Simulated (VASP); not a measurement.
# Si in VASP: notebook

The runs below take Si through single point, with PBE.

All numbers are computed with VASP 6.6.1; they aren't measurements. Logs are shortened: lines on timing, memory, paths and dates and some standing lists are left out, and cuts for length are marked.

### Step 1. The cell of the first run

It takes space group Amm2 (No. 38, orthorhombic). Conventional cell: a = 9.463 Å, b = 9.463 Å, c = 3.861 Å, α = 90.00°, β = 90.00°, γ = 90.00°. Within 3.1 Å of Si (site symmetry m) lie 4 Si at 2.34 to 2.40 Å. Si (site symmetry m) has 4 Si at 2.34 to 2.42 Å within 3.1 Å. Within 3.1 Å of Si (site symmetry m) lie 4 Si at 2.36 to 2.40 Å. Si (site symmetry m) has 4 Si at 2.36 to 2.42 Å within 3.1 Å.

### Step 2. Single point, PBE (atoms displaced along several vibrational modes)

INCAR reads:

```
SYSTEM = Si
PREC     = Accurate       ! precision mode
ENCUT    = 520            ! plane-wave cutoff, eV
EDIFF    = 1E-7           ! SCF threshold, eV
ISMEAR   = 0              ! smearing method
SIGMA    = 0.05           ! smearing width, eV
LREAL    = .FALSE.        ! projectors in reciprocal space
LASPH    = .TRUE.         ! aspherical terms in the spheres
NELM     = 80             ! most SCF steps
ALGO     = Normal         ! electronic algorithm
ISIF     = 2              ! what is computed and relaxed
LWAVE    = .FALSE.        ! write WAVECAR
LCHARG   = .FALSE.        ! write CHGCAR
GGA      = PE             ! functional
NBANDS   = 26             ! bands
```

KPOINTS reads:

```
regular mesh
0
G
  10 10 4
  0 0 0
```

POSCAR reads:

```
Si
1.0
    0.0000000000      0.0000000000      3.8608359371
    3.3455832253     -3.3455832253     -1.9304179686
    6.6911664507      6.6911664507      0.0000000000
Si
8
Direct
   -0.0425714725      0.0000000000      0.1786105076
    0.4614491443      0.0000000000      0.6786105076
    0.4614491443      0.0000000000      0.3213894924
   -0.0425714725      0.0000000000      0.8213894924
    0.8398828967      0.6427789847      0.0000000000
    0.3840184162      0.6427789847      0.5000000000
    0.1971039120      0.3572210153      0.0000000000
    0.7412394315      0.3572210153      0.5000000000
```

Potentials or basis: VASP PAW PBE potentials, release 64 (Si).

Launch:

```console
cat potpaw_PBE.64/Si/POTCAR > POTCAR
mpirun -np 1 vasp_std > vasp.out
```

OUTCAR:

```text
SYSTEM = Si
   PREC = Accurate
   ENCUT = 520
   EDIFF = 1E-7
   ISMEAR = 0
   LREAL = .FALSE.
   LASPH = .TRUE.
   NELM = 80
   ISIF = 2
   GGA = PE

 ion  position               nearest neighbor table
   1  0.957  0.000  0.179-   3 2.34   3 2.37   7 2.40   5 2.40
   2  0.461  0.000  0.679-   4 2.34   4 2.37   8 2.42   6 2.42
   3  0.461  0.000  0.321-   1 2.34   1 2.37   8 2.42   6 2.42
   4  0.957  0.000  0.821-   2 2.34   2 2.37   7 2.40   5 2.40
   5  0.840  0.643  0.000-   7 2.36   7 2.36   1 2.40   4 2.40
   6  0.384  0.643  0.500-   8 2.36   8 2.36   2 2.42   3 2.42
   7  0.197  0.357  0.000-   5 2.36   5 2.36   4 2.40   1 2.40
   8  0.741  0.357  0.500-   6 2.36   6 2.36   3 2.42   2 2.42

  LATTYP: Found a base centered orthorhombic cell.
 ALAT       =     3.8608359371
 B/A-ratio  =     2.4509558284
 C/A-ratio  =     2.4509558284

  Lattice vectors:

 A1 = (  -3.3455832253,   3.3455832253,   1.9304179686)
 A2 = (   3.3455832253,  -3.3455832253,   1.9304179685)
 A3 = (   6.6911664507,   6.6911664507,   0.0000000000)

Analysis of symmetry for initial positions (statically):
=====================================================================
 Subroutine PRICEL returns:
 Original cell was already a primitive cell.

 Routine SETGRP: Setting up the symmetry group for a
 base centered orthorhombic supercell.

 Subroutine GETGRP returns: Found  4 space group operations
 (whereof  4 operations were pure point group operations)
 out of a pool of  8 trial point group operations.

The static configuration has the point symmetry C_2v.

Analysis of symmetry for dynamics (positions and initial velocities):
=====================================================================
 Subroutine PRICEL returns:
 Original cell was already a primitive cell.

 Routine SETGRP: Setting up the symmetry group for a
 base centered orthorhombic supercell.

 Subroutine GETGRP returns: Found  4 space group operations
 (whereof  4 operations were pure point group operations)
 out of a pool of  8 trial point group operations.

The dynamic configuration has the point symmetry C_2v.

 Subroutine INISYM returns: Found  4 space group operations
 (whereof  4 operations are pure point group operations),
 and found     1 'primitive' translations

----------------------------------------------------------------------------------------

                                     Primitive cell

  volume of cell :     172.8562

  direct lattice vectors                    reciprocal lattice vectors
     0.000000000  0.000000000  3.860835937     0.074725387 -0.074725387  0.259011265
     3.345583225 -3.345583225 -1.930417969     0.149450773 -0.149450773  0.000000000
     6.691166451  6.691166451  0.000000000     0.074725387  0.074725387  0.000000000

  length of vectors
     3.860835937  5.110026200  9.462738343     0.279740241  0.211355310  0.105677655

  position of ions in fractional coordinates (direct lattice)
     0.957428527  0.000000000  0.178610508
     0.461449144  0.000000000  0.678610508
     0.461449144  0.000000000  0.321389492
     0.957428527  0.000000000  0.821389492
     0.839882897  0.642778985  0.000000000
     0.384018416  0.642778985  0.500000000
     0.197103912  0.357221015  0.000000000
     0.741239431  0.357221015  0.500000000

  ion indices of the primitive-cell ions
   primitive index   ion index
                 1           1
                 2           2
                 3           3
                 4           4
                 5           5
                 6           6
                 7           7
                 8           8

----------------------------------------------------------------------------------------

 KPOINTS: regular mesh

Automatic generation of k-mesh.
 Grid dimensions read from file:
 generate k-points for:   10   10    4

 Generating k-lattice:

  Cartesian coordinates                     Fractional coordinates (reciprocal lattice)
     0.007472539 -0.007472539  0.025901126     0.100000000 -0.000000000  0.000000000
     0.014945077 -0.014945077  0.000000000     0.000000000  0.100000000  0.000000000
     0.018681347  0.018681347  0.000000000     0.000000000  0.000000000  0.250000000

  Length of vectors
     0.027974024  0.021135531  0.026419414

  Shift w.r.t. Gamma in fractional coordinates (k-lattice)
     0.000000000  0.000000000  0.000000000

 Subroutine IBZKPT returns following result:
 ===========================================

 Found     93 irreducible k-points:

 Following reciprocal coordinates:
            Coordinates               Weight
  0.000000  0.000000  0.000000      1.000000
  0.100000  0.000000  0.000000      4.000000
  0.200000  0.000000  0.000000      4.000000
  0.300000  0.000000  0.000000      4.000000
  0.400000  0.000000  0.000000      4.000000
  0.500000  0.000000  0.000000      2.000000
[... 16 lines left out ...]
  0.000000  0.300000  0.000000      2.000000
  0.100000  0.300000  0.000000      4.000000
 [... further k-points ...]
   k-points           NKPTS =     93   k-points in BZ     NKDIM =     93   number of bands    NBANDS=     26
   number of dos      NEDOS =    301   number of ions     NIONS =      8
   total plane-waves  NPLWV =  84000
   dimension x,y,z NGX =    30 NGY =   40 NGZ =   70
   dimension x,y,z NGXF=    60 NGYF=   80 NGZF=  140
   ions per type =               8
   NGX,Y,Z   is equivalent  to a cutoff of  12.92, 13.01, 12.30 a.u.
   NGXF,Y,Z  is equivalent  to a cutoff of  25.84, 26.03, 24.60 a.u.
 SYSTEM =  Si
   PREC   = accura    normal or accurate (medium, high low for compatibility)
   ISTART =      0    job   : 0-new  1-cont  2-samecut
   ICHARG =      2    charge: 1-file 2-atom 10-const
   ISPIN  =      1    spin polarized calculation?
   LNONCOLLINEAR =      F non collinear calculations
   LSORBIT =      F    spin-orbit coupling
   LASPH  =      T    aspherical Exc in radial PAW
   ENCUT  =  520.0 eV  38.22 Ry    6.18 a.u.   7.18  9.50 17.59*2*pi/ulx,y,z
   NELM   =     80;   NELMIN=  2; NELMDL= -5     # of ELM steps
   EDIFF  = 0.1E-06   stopping-criterion for ELM
   LREAL  =      F    real-space projection
   EDIFFG = 0.1E-05   stopping-criterion for IOM
   NSW    =      0    number of steps for IOM
   IBRION =     -1    ionic relax: 0-MD 1-quasi-New 2-CG
   NFREE  =      0    steps in history (QN), initial steepest desc. (CG)
   ISIF   =      2    stress and relaxation
   ISYM   =      2    0-nonsym 1-usesym 2-fastsym
   POTIM  = 0.5000    time-step for ionic-motion
   TEBEG  =    0.0;   TEEND  =   0.0 temperature during run
   PSTRESS=    0.0 pullay stress
   NELECT =      32.0000    total number of electrons
   NUPDOWN=      -1.0000    fix difference up-down
   EMIN   =  10.00;   EMAX   =-10.00  energy-range for DOS
   EFERMI =   0.00;   METHOD = LEGACY
   ISMEAR =     0;   SIGMA  =   0.05  broadening in eV -4-tet -1-fermi 0-gaus
   EFERMI_NEDOS =   21; number of points for ismear=-14 and -15
   IALGO  =     38    algorithm
   IMIX   =      4    mixing-type and parameters
     AMIX     =   0.40;   BMIX     =  1.00
     AMIX_MAG =   1.60;   BMIX_MAG =  1.00
  volume/ion in A,a.u.               =      21.61       145.81
  Fermi-wavevector in a.u.,A,eV,Ry     =   0.933032  1.763175 11.844531  0.870548
  Thomas-Fermi vector in A             =   2.059691
   LORBIT       =      0    0 simple, 1 ext, 2 COOP (PROOUT), +10 PAW based schemes
   GGA     = PE    functional components
   LHFCALC =     F    Hartree Fock is set to
   AEXX    =    0.0000 exact exchange contribution
   IVDW    =     0    specifies the selected vdW correction
   LEPSILON=     F    determine dielectric tensor
   LRPA    =     F    only Hartree local field effects (RPA)
 non-spin polarized calculation
 Gauss-broadening in eV      SIGMA  =   0.05
  energy-cutoff  :      520.00
  volume of cell :      172.86
 maximum number of plane-waves:      4690
 NGX is ok and might be reduce to    30
   NGX = 15   NGY = 19   NGZ = 35

 number of electron      32.0000001 magnetization

 Free energy of the ion-electron system (eV)
  ---------------------------------------------------
  ext. energy  EPLUGINS =         0.00000000
  ---------------------------------------------------
  free energy    TOTEN  =       -42.33041560 eV

  energy without entropy =      -42.33036410  energy(sigma->0) =      -42.33038985

 E-fermi :   5.4468     XC(G=0):  -9.0440

 val. band max:        5.3821045921   @ k =   0.0000   0.5000   0.0000
 cond. band min:       5.5246671611   @ k =   0.5000   0.2000   0.0000
 fundamental gap:      0.1425625690
 Fermi energy:         5.4468050283

 k-point     1 :       0.0000    0.0000    0.0000
  band No.  band energies     occupation
      1      -6.6204      2.00000
      2      -5.6206      2.00000
      3      -4.7307      2.00000
      4      -2.5134      2.00000
      5      -0.1833      2.00000
      6      -0.1813      2.00000
[... 18 lines left out ...]
     25       8.5275      0.00000
     26       9.2253      0.00000

 k-point     2 :       0.1000    0.0000    0.0000
  band No.  band energies     occupation
      1      -6.5238      2.00000
      2      -5.5326      2.00000
      3      -4.6348      2.00000
      4      -2.4791      2.00000
      5      -0.3665      2.00000
      6      -0.1859      2.00000
[... 18 lines left out ...]
     25       8.6613      0.00000
     26       8.9952      0.00000

 k-point     3 :       0.2000    0.0000    0.0000
  band No.  band energies     occupation
      1      -6.2384      2.00000
      2      -5.2780      2.00000
      3      -4.3490      2.00000
      4      -2.3781      2.00000
      5      -0.9894      2.00000
      6      -0.2891      2.00000
[... 18 lines left out ...]
     25       9.6496      0.00000
     26       9.7596      0.00000

 k-point     4 :       0.3000    0.0000    0.0000
  band No.  band energies     occupation
      1      -5.7810      2.00000
      2      -4.8992      2.00000
      3      -3.8793      2.00000
      4      -2.2389      2.00000
      5      -1.7358      2.00000
      6      -0.7462      2.00000
[... 18 lines left out ...]
     25      10.1533      0.00000
     26      10.4339      0.00000

 k-point     5 :       0.4000    0.0000    0.0000
  band No.  band energies     occupation
      1      -5.1994      2.00000
      2      -4.5498      2.00000
      3      -3.2386      2.00000
      4      -2.4211      2.00000
      5      -2.2438      2.00000
      6      -1.5655      2.00000
[... 18 lines left out ...]
     25       9.8360      0.00000
     26      10.0594      0.00000

 k-point     6 :       0.5000    0.0000    0.0000
  band No.  band energies     occupation
      1      -4.6948      2.00000
      2      -4.6030      2.00000
      3      -2.5631      2.00000
      4      -2.5294      2.00000
      5      -2.5088      2.00000
      6      -2.3858      2.00000
[... 427 lines left out ...]
 k-point    21 :       0.5000    0.2000    0.0000
  band No.  band energies     occupation
      1      -4.7751      2.00000
      2      -4.5192      2.00000
      3      -2.5610      2.00000
      4      -2.5578      2.00000
      5      -2.3519      2.00000
      6      -2.3245      2.00000
[... 18 lines left out ...]
     25      10.3293      0.00000
     26      10.5446      0.00000

 k-point    22 :      -0.4000    0.2000    0.0000
  band No.  band energies     occupation
      1      -5.3713      2.00000
      2      -4.6810      2.00000
      3      -3.3139      2.00000
      4      -1.6717      2.00000
      5      -1.5113      2.00000
      6      -1.5089      2.00000
[... 18 lines left out ...]
     25      10.6064      0.00000
     26      10.6489      0.00000

 k-point    23 :       0.0000    0.3000    0.0000
  band No.  band energies     occupation
      1      -6.1479      2.00000
      2      -5.1075      2.00000
      3      -4.5721      2.00000
      4      -3.8730      2.00000
      5      -2.6209      2.00000
      6      -0.0539      2.00000
[... 18 lines left out ...]
     25       9.3348      0.00000
     26       9.6727      0.00000

 k-point    24 :       0.1000    0.3000    0.0000
  band No.  band energies     occupation
      1      -5.9119      2.00000
      2      -4.8575      2.00000
      3      -4.4453      2.00000
      4      -4.0853      2.00000
      5      -2.9741      2.00000
      6      -0.0424      2.00000
[... 18 lines left out ...]
     25       9.3689      0.00000
     26       9.7662      0.00000

 [... further k-points ...]

------------------------ aborting loop because EDIFF is reached ----------------------------------------

  FORCE on cell =-STRESS in cart. coord.  units (eV):
  Direction    XX          YY          ZZ          XY          YZ          ZX
  --------------------------------------------------------------------------------------
  -------------------------------------------------------------------------------------
  Total       -1.0961095     -1.0961095     -0.5899495      0.0191118     -0.0000000      0.0000000
  in kB      -10.1596676    -10.1596676     -5.4681494      0.1771446     -0.0000000      0.0000000
  external PRESSURE =      -8.5958282 kB  Pullay stress =       0.0000000 kB

 VOLUME and BASIS-vectors are now :
 -----------------------------------------------------------------------------
  energy-cutoff  :      520.00
  volume of cell :      172.86
      direct lattice vectors                 reciprocal lattice vectors
     0.000000000  0.000000000  3.860835937     0.074725387 -0.074725387  0.259011265
     3.345583225 -3.345583225 -1.930417969     0.149450773 -0.149450773  0.000000000
     6.691166451  6.691166451  0.000000000     0.074725387  0.074725387  0.000000000

 POSITION                                       TOTAL-FORCE (eV/Angst)
 -----------------------------------------------------------------------------------
      1.19511      1.19511      3.69647        -0.094490     -0.094490      0.390107
      4.54070      4.54070      1.78158        -0.186646     -0.186646      0.397338
      2.15047      2.15047      1.78158         0.186646      0.186646      0.397338
      5.49605      5.49605      3.69647         0.094490      0.094490      0.390107
      2.15047     -2.15047      2.00182         0.076770     -0.076770     -0.233855
      5.49605      1.19511      0.24180         0.198300     -0.198300     -0.553590
      1.19511     -1.19511      0.07140        -0.076770      0.076770     -0.233855
      4.54070      2.15047      2.17222        -0.198300      0.198300     -0.553590
 -----------------------------------------------------------------------------------
    total drift:                               -0.000000      0.000000      0.000024

  FREE ENERGIE OF THE ION-ELECTRON SYSTEM (eV)
  ---------------------------------------------------
  free  energy   TOTEN  =       -42.3304155965 eV

  energy  without entropy=      -42.3303640993  energy(sigma->0) =      -42.33038985
```

It took 5.8 min on 1 thread of Intel Xeon Platinum 8488C (Sapphire Rapids), shared host; peak memory 0.45 GiB.

What came out:

```
Free energy            : -42.3304 eV
Pressure               : -0.9 GPa
Largest force          : 0.621 eV/Å
Band gap on the k mesh : 0.14 eV
```

Forces on the atoms (eV/Å):
```
Si  -0.094 -0.094  0.390
Si  -0.187 -0.187  0.397
Si   0.187  0.187  0.397
Si   0.094  0.094  0.390
Si   0.077 -0.077 -0.234
Si   0.198 -0.198 -0.554
Si  -0.077  0.077 -0.234
Si  -0.198  0.198 -0.554
```

Stress tensor (GPa, compression positive):
```
-1.02  0.02  0.00
 0.02 -1.02  0.00
 0.00  0.00 -0.55
```

Levels at points of the mesh, in eV from the valence-band top:
```
           k point  band 12  band 13  band 14  band 15  band 16  band 17  band 18  band 19  band 20  band 21
(0.00, 0.00, 0.00)    -1.91    -1.68    -1.56    -1.55    -0.52     1.24     1.42     1.42     1.52     1.81
(0.50, 0.00, 0.00)    -2.52    -2.47    -2.44    -2.39    -2.22     1.26     1.44     1.83     2.04     2.14
(0.00, 0.50, 0.00)    -1.91    -1.68    -0.74     0.00     0.00     0.75     1.40     1.80     1.93     2.72
(0.00, 0.00, 0.50)    -1.84    -1.83    -1.82    -1.63    -1.61     0.71     0.71     1.67     1.83     1.93
(0.50, 0.00, 0.50)    -3.49    -2.38    -2.32    -1.46    -1.44     0.73     0.74     2.09     2.17     2.92
(0.00, 0.50, 0.50)    -2.18    -1.08    -0.91    -0.60    -0.55     0.75     0.90     2.64     2.66     2.70
```

Caveat: the cell differs from its parent crystal (atoms displaced along several vibrational modes).

[end of part 1 of 2]
